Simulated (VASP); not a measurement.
Runs of VASP 6.6.1 on CdS (Greenockite). Symmetry: P6_3mc, No. 186, hexagonal system. Conventional cell: a = 4.150 Å, b = 4.150 Å, c = 6.737 Å, α = 90.00°, β = 90.00°, γ = 120.00°. Cd (site symmetry 3m) has 4 S at 2.53 to 2.54 Å within 3.3 Å. Within 3.3 Å of S (site symmetry 3m) lie 4 Cd at 2.53 to 2.54 Å. 

```csv
k mesh,cutoff (eV),gap on the mesh (eV),pressure (GPa),largest force (eV/Å)
3 × 3 × 2,500,1.18,(b),0.02
4 × 4 × 2,500,1.19,2.5,0.06
4 × 4 × 3,500,1.19,2.5,0.06
2 × 2 × 2,520,(a),4.0,0.19
```

Alike in all rows: task single point; level PBE; potentials or basis VASP PAW PBE potentials, release 64 (Cd, S); no spin polarisation; cell as given; smearing gaussian 0.01 eV.

Fill in the values left out.

(a) 1.11; (b) 2.7.

Caveats: all runs use coarse meshes.

A k mesh can miss the band edges, and the runs leave out spin-orbit coupling on Cd.
